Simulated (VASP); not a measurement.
# Al4CN4 in VASP: further runs

Al4CN4 is run at these levels: PBE; tasks: single point.

Everything below comes from runs of VASP 6.6.1. Logs are shortened: lines on timing, memory, paths and dates and some standing lists are left out, and cuts for length are marked.

## 1. The cell of the first run

The cell holds a slab with vacuum, 9 atoms: a = 3.130 Å, b = 5.017 Å, c = 19.062 Å, α = 90.00°, β = 90.00°, γ = 90.00°.

## 2. Single point, PBE, collinear spin

The input, INCAR:

```
  PREC = Accurate
  ENCUT = 520
  EDIFF = 1E-6
  ISMEAR = 0
  SIGMA = 0.05
  LREAL = F
  LASPH = T
  NELM = 150
  ALGO = Normal
  ISIF = 2
  LWAVE = F
  LCHARG = F
  ISPIN = 2
  MAGMOM = 0 0 0 0 0 0 0 0 2
  LORBIT = 11
  LDIPOL = T
  IDIPOL = 3
  DIPOL = 0.5 0.5 0.320
  GGA = PE
  NBANDS = 32
```

The input, KPOINTS:

```
Automatic mesh
0
Gamma
  9 6 1
```

The input, POSCAR:

```
Al4CN4
1.0
    3.1297683445      0.0000000000      0.0000000000
    0.0000000000      5.0173032419      0.0000000000
    0.0000000000      0.0000000000     19.0620320396
Al N C
4 4 1
Direct
    0.0000000000      0.9982714950      0.2098412169
    0.5000000000      0.4982714950      0.2572383830
    0.5000000000      0.9915197257      0.3577010219
    0.0000000000      0.4624332462      0.3868097530
    0.0000000000      0.6167285050      0.2098412169
    0.5000000000      0.1167285050      0.2572383830
    0.5000000000      0.6143669392      0.3564124135
    0.0000000000      0.1112303975      0.3967065014
    0.1666666667      0.7778970642      0.4479592597
```

Potentials or basis: VASP PAW PBE potentials, release 64 (Al, N, C).

Started as:

```sh
$ cat potpaw_PBE.64/Al/POTCAR potpaw_PBE.64/N/POTCAR potpaw_PBE.64/C/POTCAR > POTCAR
$ mpirun -np 1 vasp_std > vasp.out
```

OUTCAR:

```text
PREC = Accurate
   ENCUT = 520
   EDIFF = 1E-6
   ISMEAR = 0
   LREAL = F
   LASPH = T
   NELM = 150
   ISIF = 2
   ISPIN = 2
   LORBIT = 11
   GGA = PE

 ion  position               nearest neighbor table
   1  0.000  0.998  0.210-   6 1.90   6 1.90   5 1.91   2 3.09   2 3.09   2 3.09   2 3.09   3 3.22
                             3 3.22
   2  0.500  0.498  0.257-   5 1.90   5 1.90   6 1.91   7 1.98   4 2.93   4 2.93   1 3.09   1 3.09
                             1 3.09   1 3.09   3 3.13   3 3.18
   3  0.500  0.992  0.358-   8 1.83   8 1.83   7 1.89   6 2.02   9 2.28   4 2.89   4 2.89   2 3.13
                             4 3.13   4 3.13   2 3.18   1 3.22   1 3.22
   4  0.000  0.462  0.387-   8 1.77   7 1.83   7 1.83   9 2.03   3 2.89   3 2.89   2 2.93   2 2.93
                             3 3.13   3 3.13
   5  0.000  0.617  0.210-   2 1.90   2 1.90   1 1.91
   6  0.500  0.117  0.257-   1 1.90   1 1.90   2 1.91   3 2.02
   7  0.500  0.614  0.356-   4 1.83   4 1.83   3 1.89   2 1.98
   8  0.000  0.111  0.397-   4 1.77   3 1.83   3 1.83
   9  0.167  0.778  0.448-   4 2.03   3 2.28

  LATTYP: Found a simple orthorhombic cell.
 ALAT       =     3.1297683445
 B/A-ratio  =     1.6030909287
 C/A-ratio  =     6.0905568532

  Lattice vectors:

 A1 = (   3.1297683445,   0.0000000000,   0.0000000000)
 A2 = (   0.0000000000,   5.0173032419,   0.0000000000)
 A3 = (   0.0000000000,   0.0000000000,  19.0620320396)

Analysis of symmetry for initial positions (statically):
=====================================================================
 Subroutine PRICEL returns:
 Original cell was already a primitive cell.

 Routine SETGRP: Setting up the symmetry group for a
 simple orthorhombic supercell.

 Subroutine GETGRP returns: Found  1 space group operations
 (whereof  1 operations were pure point group operations)
 out of a pool of  8 trial point group operations.

The static configuration has the point symmetry C_1 .

Analysis of symmetry for dynamics (positions and initial velocities):
=====================================================================
 Subroutine PRICEL returns:
 Original cell was already a primitive cell.

 Routine SETGRP: Setting up the symmetry group for a
 simple orthorhombic supercell.

 Subroutine GETGRP returns: Found  1 space group operations
 (whereof  1 operations were pure point group operations)
 out of a pool of  8 trial point group operations.

The dynamic configuration has the point symmetry C_1 .

Analysis of structural, dynamic, and magnetic symmetry:
=====================================================================
 Subroutine PRICEL returns:
 Original cell was already a primitive cell.

 Routine SETGRP: Setting up the symmetry group for a
 simple orthorhombic supercell.

 Subroutine GETGRP returns: Found  1 space group operations
 (whereof  1 operations were pure point group operations)
 out of a pool of  8 trial point group operations.

The overall configuration has the point symmetry C_1 .

 Subroutine INISYM returns: Found  1 space group operations
 (whereof  1 operations are pure point group operations),
 and found     1 'primitive' translations

----------------------------------------------------------------------------------------

                                     Primitive cell

  volume of cell :     299.3310

  direct lattice vectors                    reciprocal lattice vectors
     3.129768344  0.000000000  0.000000000     0.319512465  0.000000000  0.000000000
     0.000000000  5.017303242  0.000000000     0.000000000  0.199310257  0.000000000
     0.000000000  0.000000000 19.062032040     0.000000000  0.000000000  0.052460304

  length of vectors
     3.129768344  5.017303242 19.062032040     0.319512465  0.199310257  0.052460304

  position of ions in fractional coordinates (direct lattice)
     0.000000000  0.998271495  0.209841217
     0.500000000  0.498271495  0.257238383
     0.500000000  0.991519726  0.357701022
     0.000000000  0.462433246  0.386809753
     0.000000000  0.616728505  0.209841217
     0.500000000  0.116728505  0.257238383
     0.500000000  0.614366939  0.356412414
     0.000000000  0.111230398  0.396706501
     0.166666667  0.777897064  0.447959260

  ion indices of the primitive-cell ions
   primitive index   ion index
                 1           1
                 2           2
                 3           3
                 4           4
                 5           5
                 6           6
                 7           7
                 8           8
                 9           9

----------------------------------------------------------------------------------------

 KPOINTS: Automatic mesh

Automatic generation of k-mesh.
 Grid dimensions read from file:
 generate k-points for:    9    6    1

 Generating k-lattice:

  Cartesian coordinates                     Fractional coordinates (reciprocal lattice)
     0.035501385  0.000000000  0.000000000     0.111111111  0.000000000  0.000000000
     0.000000000  0.033218376  0.000000000     0.000000000  0.166666667  0.000000000
     0.000000000  0.000000000  0.052460304     0.000000000  0.000000000  1.000000000

  Length of vectors
     0.035501385  0.033218376  0.052460304

  Shift w.r.t. Gamma in fractional coordinates (k-lattice)
     0.000000000  0.000000000  0.000000000

 Subroutine IBZKPT returns following result:
 ===========================================

 Found     28 irreducible k-points:

 Following reciprocal coordinates:
            Coordinates               Weight
  0.000000  0.000000  0.000000      1.000000
  0.111111  0.000000  0.000000      2.000000
  0.222222  0.000000  0.000000      2.000000
  0.333333  0.000000  0.000000      2.000000
  0.444444  0.000000  0.000000      2.000000
  0.000000  0.166667  0.000000      2.000000
[... 16 lines left out ...]
  0.444444 -0.333333  0.000000      2.000000
  0.000000  0.500000  0.000000      1.000000
 [... further k-points ...]
   k-points           NKPTS =     28   k-points in BZ     NKDIM =     28   number of bands    NBANDS=     32
   number of dos      NEDOS =    301   number of ions     NIONS =      9
   total plane-waves  NPLWV = 138240
   dimension x,y,z NGX =    24 NGY =   40 NGZ =  144
   dimension x,y,z NGXF=    48 NGYF=   80 NGZF=  288
   ions per type =               4   4   1
   NGX,Y,Z   is equivalent  to a cutoff of  12.75, 13.25, 12.56 a.u.
   NGXF,Y,Z  is equivalent  to a cutoff of  25.50, 26.51, 25.12 a.u.
 SYSTEM =  unknown system
   PREC   = accura    normal or accurate (medium, high low for compatibility)
   ISTART =      0    job   : 0-new  1-cont  2-samecut
   ICHARG =      2    charge: 1-file 2-atom 10-const
   ISPIN  =      2    spin polarized calculation?
   LNONCOLLINEAR =      F non collinear calculations
   LSORBIT =      F    spin-orbit coupling
   LASPH  =      T    aspherical Exc in radial PAW
   ENCUT  =  520.0 eV  38.22 Ry    6.18 a.u.   5.82  9.33 35.44*2*pi/ulx,y,z
   NELM   =    150;   NELMIN=  2; NELMDL= -5     # of ELM steps
   EDIFF  = 0.1E-05   stopping-criterion for ELM
   LREAL  =      F    real-space projection
   EDIFFG = 0.1E-04   stopping-criterion for IOM
   NSW    =      0    number of steps for IOM
   IBRION =     -1    ionic relax: 0-MD 1-quasi-New 2-CG
   NFREE  =      0    steps in history (QN), initial steepest desc. (CG)
   ISIF   =      2    stress and relaxation
   ISYM   =      2    0-nonsym 1-usesym 2-fastsym
   POTIM  = 0.5000    time-step for ionic-motion
   TEBEG  =    0.0;   TEEND  =   0.0 temperature during run
   PSTRESS=    0.0 pullay stress
   NELECT =      36.0000    total number of electrons
   NUPDOWN=      -1.0000    fix difference up-down
   EMIN   =  10.00;   EMAX   =-10.00  energy-range for DOS
   EFERMI =   0.00;   METHOD = LEGACY
   ISMEAR =     0;   SIGMA  =   0.05  broadening in eV -4-tet -1-fermi 0-gaus
   EFERMI_NEDOS =   21; number of points for ismear=-14 and -15
   IALGO  =     38    algorithm
   IMIX   =      4    mixing-type and parameters
     AMIX     =   0.40;   BMIX     =  1.00
     AMIX_MAG =   1.60;   BMIX_MAG =  1.00
  volume/ion in A,a.u.               =      33.26       224.44
  Fermi-wavevector in a.u.,A,eV,Ry     =   0.808088  1.527064  8.884679  0.653005
  Thomas-Fermi vector in A             =   1.916828
   LORBIT       =     11    0 simple, 1 ext, 2 COOP (PROOUT), +10 PAW based schemes
   GGA     = PE    functional components
   LHFCALC =     F    Hartree Fock is set to
   AEXX    =    0.0000 exact exchange contribution
   IVDW    =     0    specifies the selected vdW correction
   LEPSILON=     F    determine dielectric tensor
   LRPA    =     F    only Hartree local field effects (RPA)
 spin polarized calculation
 Gauss-broadening in eV      SIGMA  =   0.05
  energy-cutoff  :      520.00
  volume of cell :      299.33
 maximum number of plane-waves:      8106
 NGX is ok and might be reduce to    24
   NGX = 11   NGY = 19   NGZ = 71

 number of electron      35.9999997 magnetization       0.0205098

 dipolmoment           0.000000      0.000000      0.160091 electrons x Angstroem

 Free energy of the ion-electron system (eV)
  ---------------------------------------------------
  ext. energy  EPLUGINS =         0.00000000
  ---------------------------------------------------
  free energy    TOTEN  =       -58.25661272 eV

  energy without entropy =      -58.25540711  energy(sigma->0) =      -58.25600991

 E-fermi :  -0.6115     XC(G=0):  -4.2616

 val. band max:       -0.6163022211   @ k =   0.0000   0.0000   0.0000
 cond. band min:      -0.6039840402   @ k =   0.1111   0.5000   0.0000
 fundamental gap:      0.0123181809
 Fermi energy:        -0.6114639476

 spin component 1

 k-point     1 :       0.0000    0.0000    0.0000
  band No.  band energies     occupation
      1     -17.9775      1.00000
      2     -16.5168      1.00000
      3     -15.9238      1.00000
      4     -14.4244      1.00000
      5     -10.9627      1.00000
      6      -8.2449      1.00000
[... 781 lines left out ...]
     29       5.8524      0.00000
     30       5.9176      0.00000

 [... further k-points ...]

 spin component 2

 k-point     1 :       0.0000    0.0000    0.0000
  band No.  band energies     occupation
      1     -17.9787      1.00000
      2     -16.5199      1.00000
      3     -15.9306      1.00000
      4     -14.4243      1.00000
      5     -10.9467      1.00000
      6      -8.2425      1.00000
[... 781 lines left out ...]
     29       5.8606      0.00000
     30       5.8924      0.00000

 [... further k-points ...]

 [bands above 30 left out]

------------------------ aborting loop because EDIFF is reached ----------------------------------------

 vacuum level on the upper side and lower side of the slab       (xc-potential included)         0.807        -0.903

  FORCE on cell =-STRESS in cart. coord.  units (eV):
  Direction    XX          YY          ZZ          XY          YZ          ZX
  --------------------------------------------------------------------------------------
  -------------------------------------------------------------------------------------
  Total        6.1673229     -4.2424066     -1.2902481      2.6571075      2.2115265      0.7627852
  in kB       33.0107607    -22.7075945     -6.9060873     14.2222388     11.8372544      4.0828282
  external PRESSURE =       1.1323597 kB  Pullay stress =       0.0000000 kB

 VOLUME and BASIS-vectors are now :
 -----------------------------------------------------------------------------
  energy-cutoff  :      520.00
  volume of cell :      299.33
      direct lattice vectors                 reciprocal lattice vectors
     3.129768344  0.000000000  0.000000000     0.319512465  0.000000000  0.000000000
     0.000000000  5.017303242  0.000000000     0.000000000  0.199310257  0.000000000
     0.000000000  0.000000000 19.062032040     0.000000000  0.000000000  0.052460304

 POSITION                                       TOTAL-FORCE (eV/Angst)
 -----------------------------------------------------------------------------------
      0.00000      5.00863      4.00000        -0.020622     -1.640845      1.958403
      1.56488      2.49998      4.90349        -0.144514      0.942014     -2.125413
      1.56488      4.97476      6.81851         0.445357     -0.479367     -0.535535
      0.00000      2.32017      7.37338        -0.411683      1.597416      2.026600
      0.00000      3.09431      4.00000        -0.063855      0.684818      0.798853
      1.56488      0.58566      4.90349         0.045823      0.177559     -0.580519
      1.56488      3.08247      6.79394        -0.280527     -0.507479     -1.751913
      0.00000      0.55808      7.56203         0.187407     -2.144131      0.186888
      0.52163      3.90295      8.53901         0.242613      1.370014      0.022636
 -----------------------------------------------------------------------------------
    total drift:                               -0.000006     -0.000616      0.000089

  FREE ENERGIE OF THE ION-ELECTRON SYSTEM (eV)
  ---------------------------------------------------
  free  energy   TOTEN  =       -58.2566127168 eV

  energy  without entropy=      -58.2554071070  energy(sigma->0) =      -58.25600991

 vacuum level on the upper side and lower side of the slab         4.671         2.848

 total charge

# of ion       s       p       d       tot
------------------------------------------
    1        0.386   0.366   0.000   0.752
    2        0.368   0.419   0.000   0.787
    3        0.366   0.442   0.000   0.808
    4        0.386   0.482   0.000   0.868
    5        1.236   2.480   0.000   3.716
    6        1.234   2.568   0.000   3.803
    7        1.248   2.606   0.000   3.854
    8        1.240   2.572   0.000   3.812
    9        1.015   1.086   0.000   2.101
--------------------------------------------------
tot          7.480  13.022   0.000  20.502

 magnetization (x)

# of ion       s       p       d       tot
------------------------------------------
    1       -0.002  -0.002   0.000  -0.004
    2       -0.000  -0.001   0.000  -0.001
    3       -0.000  -0.001   0.000  -0.001
    4        0.000   0.003   0.000   0.003
    5       -0.000   0.001   0.000   0.000
    6       -0.001  -0.001   0.000  -0.002
    7        0.001   0.003   0.000   0.004
    8       -0.003  -0.006   0.000  -0.009
    9       -0.002   0.032   0.000   0.030
--------------------------------------------------
tot         -0.007   0.027   0.000   0.020
```

Run time: 11 min. Hardware: 1 thread of AMD EPYC 9R45 (Zen 5), shared host; peak memory 0.69 GiB.

Results:

```yaml
Free_energy: -58.2566 eV
Largest_force: 2.613 eV/Å
Band_gap_on_the_k_mesh: zero (filled and empty bands overlap)
Net_moment: 0.02 μB per cell
Site_moments: Al -0.00, +0.00 (each value once); N +0.00, -0.00, -0.01 (each value once); C +0.03 μB
Valence_electrons_inside_the_program's_atomic_spheres: Al 0.75, 0.79, 0.81, 0.87; N 3.72, 3.80, 3.85, 3.81; C 2.10
```

Forces on the atoms (eV/Å):
```
Al  -0.021 -1.641  1.958
Al  -0.145  0.942 -2.125
Al   0.445 -0.479 -0.536
Al  -0.412  1.597  2.027
N   -0.064  0.685  0.799
N    0.046  0.178 -0.581
N   -0.281 -0.507 -1.752
N    0.187 -2.144  0.187
C    0.243  1.370  0.023
```

(Continued in part 2 of 2.)
